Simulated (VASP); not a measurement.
# TaN (P6/mmm) in VASP: single point with PBE+D3(BJ)

Aim: the single point of TaN with PBE+D3(BJ).

Everything below comes from runs of VASP 6.6.1. Logs are shortened: lines on timing, memory, paths and dates and some standing lists are left out, and cuts for length are marked.

## (1) The cell of the first run

Symmetry: P6/mmm, No. 191, hexagonal system. The conventional cell has a = 5.202 Å, b = 5.202 Å, c = 2.922 Å, α = 90.00°, β = 90.00°, γ = 120.00°. Within 3.4 Å of Ta (site symmetry 6/mmm) lie 6 N at 2.60 Å and 14 Ta at 2.92 to 3.34 Å. Ta (site symmetry -6m2) has 6 N at 2.09 Å within 2.8 Å. N (site symmetry mmm) has 6 Ta at 2.09 to 2.60 Å and 4 N at 2.60 Å within 2.8 Å.

## (2) Single point, PBE+D3(BJ)

INCAR reads:

```
SYSTEM = TaN
  ALGO = Normal
  EDIFF = 1E-6
  ENCUT = 700
  GGA = PE
  GGA_COMPAT = .False.
  ISIF = 2
  ISMEAR = -1
  IVDW = 12
  LASPH = .True.
  LCHARG = .True.
  LELF = .True.
  LREAL = .False.
  LVHAR = .True.
  LWAVE = .False.
  NBANDS = 36
  NELM = 120
  PREC = Accurate
  SIGMA = 0.05
```

KPOINTS reads:

```
k-points
0
Gamma
  6 6 9
  0 0 0
```

POSCAR reads:

```
TaN
1.0
    5.2019389946      0.0000000000      0.0000000000
   -2.6009694973      4.5050113183      0.0000000000
    0.0000000000      0.0000000000      2.9215576623
Ta N
3 3
Direct
    0.0000000000      0.0000000000      0.0000000000
    0.3333333333      0.6666666667      0.5000000000
    0.6666666667      0.3333333333      0.5000000000
    0.5000000000      0.0000000000      0.0000000000
    0.5000000000      0.5000000000      0.0000000000
    0.0000000000      0.5000000000      0.0000000000
```

Potentials or basis: VASP PAW PBE potentials, release 64 (Ta_sv_GW, N).

Launch:

```console
cat potpaw_PBE.64/Ta_sv_GW/POTCAR potpaw_PBE.64/N/POTCAR > POTCAR
mpirun -np 1 vasp_std > vasp.out
```

OUTCAR:

```text
SYSTEM = TaN
   EDIFF = 1E-6
   ENCUT = 700
   GGA = PE
   ISIF = 2
   ISMEAR = -1
   IVDW = 12
   LASPH = .True.
   LREAL = .False.
   NELM = 120
   PREC = Accurate
 IVDW          = 12

 ion  position               nearest neighbor table
   1  0.000  0.000  0.000-
   2  0.333  0.667  0.500-   6 2.09   6 2.09   4 2.09   4 2.09   5 2.09   5 2.09   3 3.00   3 3.00
                             3 3.00
   3  0.667  0.333  0.500-   6 2.09   6 2.09   4 2.09   4 2.09   5 2.09   5 2.09   2 3.00   2 3.00
                             2 3.00
   4  0.500  0.000  0.000-   2 2.09   3 2.09   2 2.09   3 2.09
   5  0.500  0.500  0.000-   2 2.09   3 2.09   2 2.09   3 2.09
   6  0.000  0.500  0.000-   2 2.09   3 2.09   2 2.09   3 2.09

  LATTYP: Found a hexagonal cell.
 ALAT       =     5.2019389946
 C/A-ratio  =     0.5616285899

  Lattice vectors:

 A1 = (   5.2019389946,   0.0000000000,   0.0000000000)
 A2 = (  -2.6009694973,   4.5050113183,   0.0000000000)
 A3 = (   0.0000000000,   0.0000000000,   2.9215576623)

Analysis of symmetry for initial positions (statically):
=====================================================================
 Subroutine PRICEL returns:
 Original cell was already a primitive cell.

 Routine SETGRP: Setting up the symmetry group for a
 hexagonal supercell.

 Subroutine GETGRP returns: Found 24 space group operations
 (whereof 24 operations were pure point group operations)
 out of a pool of 24 trial point group operations.

The static configuration has the point symmetry D_6h.

Analysis of symmetry for dynamics (positions and initial velocities):
=====================================================================
 Subroutine PRICEL returns:
 Original cell was already a primitive cell.

 Routine SETGRP: Setting up the symmetry group for a
 hexagonal supercell.

 Subroutine GETGRP returns: Found 24 space group operations
 (whereof 24 operations were pure point group operations)
 out of a pool of 24 trial point group operations.

The dynamic configuration has the point symmetry D_6h.

 Subroutine INISYM returns: Found 24 space group operations
 (whereof 24 operations are pure point group operations),
 and found     1 'primitive' translations

----------------------------------------------------------------------------------------

                                     Primitive cell

  volume of cell :      68.4661

  direct lattice vectors                    reciprocal lattice vectors
[... 97 lines left out ...]
   EDIFFG = 0.1E-04   stopping-criterion for IOM
   NSW    =      0    number of steps for IOM
   IBRION =     -1    ionic relax: 0-MD 1-quasi-New 2-CG
   NFREE  =      0    steps in history (QN), initial steepest desc. (CG)
   ISIF   =      2    stress and relaxation
   ISYM   =      2    0-nonsym 1-usesym 2-fastsym
   POTIM  = 0.5000    time-step for ionic-motion
   TEBEG  =    0.0;   TEEND  =   0.0 temperature during run
   PSTRESS=    0.0 pullay stress
   NELECT =      54.0000    total number of electrons
   NUPDOWN=      -1.0000    fix difference up-down
   EMIN   =  10.00;   EMAX   =-10.00  energy-range for DOS
   EFERMI =   0.00;   METHOD = LEGACY
   ISMEAR =    -1;   SIGMA  =   0.05  broadening in eV -4-tet -1-fermi 0-gaus
   EFERMI_NEDOS =   21; number of points for ismear=-14 and -15
   IALGO  =     38    algorithm
   IMIX   =      4    mixing-type and parameters
     AMIX     =   0.40;   BMIX     =  1.00
     AMIX_MAG =   1.60;   BMIX_MAG =  1.00
  volume/ion in A,a.u.               =      11.41        77.01
  Fermi-wavevector in a.u.,A,eV,Ry     =   1.512566  2.858335 31.128152  2.287855
  Thomas-Fermi vector in A             =   2.622473
   LORBIT       =      0    0 simple, 1 ext, 2 COOP (PROOUT), +10 PAW based schemes
   GGA     = PE    functional components
   LHFCALC =     F    Hartree Fock is set to
   AEXX    =    0.0000 exact exchange contribution
   IVDW    =    12    specifies the selected vdW correction
   LEPSILON=     F    determine dielectric tensor
   LRPA    =     F    only Hartree local field effects (RPA)
 non-spin polarized calculation
  energy-cutoff  :      700.00
  volume of cell :       68.47
 maximum number of plane-waves:      2901
 NGX is ok and might be reduce to    48
   NGX = 23   NGY = 23   NGZ = 13

 number of electron      54.0000002 magnetization

 Free energy of the ion-electron system (eV)
  ---------------------------------------------------
  ext. energy  EPLUGINS =         0.00000000
  ---------------------------------------------------
  free energy    TOTEN  =       -72.35767237 eV

  energy without entropy =      -72.35223000  energy(sigma->0) =      -72.35495118

 E-fermi :  11.9275     XC(G=0): -13.3168

 val. band max:       11.9137461366   @ k =   0.1667   0.0000   0.2222
 cond. band min:      11.9410100915   @ k =   0.0000   0.0000   0.2222
 fundamental gap:      0.0272639549
 Fermi energy:        11.9274581878

 k-point     1 :       0.0000    0.0000    0.0000
  band No.  band energies     occupation
      1     -57.2928      2.00000
      2     -57.2470      2.00000
      3     -56.9385      2.00000
      4     -24.1118      2.00000
      5     -24.1118      2.00000
      6     -23.7359      2.00000
[... 925 lines left out ...]
     35      15.7702      0.00000
     36      16.3932      0.00000

 [... further k-points ...]

------------------------ aborting loop because EDIFF is reached ----------------------------------------

 Edisp (eV)   -2.63286

 E8    (eV) :    -1.2167

  FORCE on cell =-STRESS in cart. coord.  units (eV):
  Direction    XX          YY          ZZ          XY          YZ          ZX
  --------------------------------------------------------------------------------------
  -------------------------------------------------------------------------------------
  Total      -0.00594    -0.00594     0.07390     0.00000     0.00000     0.00000
  in kB      -0.13903    -0.13903     1.72929     0.00000     0.00000     0.00000
  external pressure =        0.48 kB  Pullay stress =        0.00 kB

 VOLUME and BASIS-vectors are now :
 -----------------------------------------------------------------------------
  energy-cutoff  :      700.00
  volume of cell :       68.47
      direct lattice vectors                 reciprocal lattice vectors
     5.201938995  0.000000000  0.000000000     0.192236011  0.110987512  0.000000000
    -2.600969497  4.505011318  0.000000000     0.000000000  0.221975025  0.000000000
     0.000000000  0.000000000  2.921557662     0.000000000  0.000000000  0.342283164

 POSITION                                       TOTAL-FORCE (eV/Angst)
 -----------------------------------------------------------------------------------
      0.00000      0.00000      0.00000         0.000000      0.000000      0.000000
     -0.00000      3.00334      1.46078        -0.000000      0.000000      0.000000
      2.60097      1.50167      1.46078         0.000000     -0.000000      0.000000
      2.60097      0.00000      0.00000         0.000000      0.000000      0.000000
      1.30048      2.25251      0.00000         0.000000      0.000000      0.000000
     -1.30048      2.25251      0.00000         0.000000      0.000000      0.000000
 -----------------------------------------------------------------------------------
    total drift:                               -0.000000      0.000000     -0.000000

  FREE ENERGIE OF THE ION-ELECTRON SYSTEM (eV)
  ---------------------------------------------------
  free  energy   TOTEN  =       -74.9905347653 eV

  energy  without entropy=      -74.9850923919  energy(sigma->0) =      -74.98781358
```

OSZICAR:

```text
N       E                     dE             d eps       ncg     rms          rms(c)
DAV:   1     0.546258693988E+03    0.54626E+03   -0.39381E+04  2520   0.194E+03
DAV:   2    -0.456169220586E+02   -0.59188E+03   -0.57761E+03  3244   0.483E+02
DAV:   3    -0.855392276497E+02   -0.39922E+02   -0.39552E+02  3336   0.135E+02
DAV:   4    -0.869130624323E+02   -0.13738E+01   -0.13716E+01  3560   0.212E+01
[... 16 lines left out ...]
DAV:  21    -0.723576782117E+02    0.38230E-03   -0.20096E-03  3320   0.218E-01    0.112E+00
DAV:  22    -0.723576820496E+02   -0.38379E-05   -0.87685E-05  3472   0.541E-02    0.736E-01
DAV:  23    -0.723576736506E+02    0.83991E-05   -0.23683E-05  3108   0.250E-02    0.367E-01
DAV:  24    -0.723576726344E+02    0.10161E-05   -0.27582E-06  2332   0.934E-03    0.474E-02
DAV:  25    -0.723576723696E+02    0.26487E-06   -0.32808E-07  1624   0.384E-03
   1 F= -.74990535E+02 E0= -.74987814E+02  d E =-.544237E-02
```

Wall time 8.6 min (1 thread of Intel Xeon Platinum 8375C at 2.90GHz (Ice Lake), shared host); peak memory 0.31 GiB.

What came out:

```yaml
Free_energy: -74.9905 eV
Pressure: 0.0 GPa
Band_gap_on_the_k_mesh: zero (bands 27 and 28 overlap by 2.02 eV)
Dispersion_energy_per_atom: -0.439 eV
```

Levels at points of the mesh, in eV from the Fermi level:
| k point | band 23 | band 24 | band 25 | band 26 | band 27 | band 28 | band 29 | band 30 | band 31 | band 32 |
| --- | --- | --- | --- | --- | --- | --- | --- | --- | --- | --- |
| (0.00, 0.00, 0.00) | -2.85 | -2.85 | -2.33 | -1.88 | -1.07 | -1.07 | 0.95 | 0.95 | 1.38 | 2.27 |
| (0.50, 0.00, 0.00) | -4.47 | -3.24 | -2.75 | -1.55 | -0.52 | 1.50 | 1.96 | 1.97 | 2.37 | 2.52 |

Caveat: spin-orbit coupling is left out, which moves the levels of the heavy elements.

The gap in the log of VASP goes by the Fermi energy; the results here count the filled bands.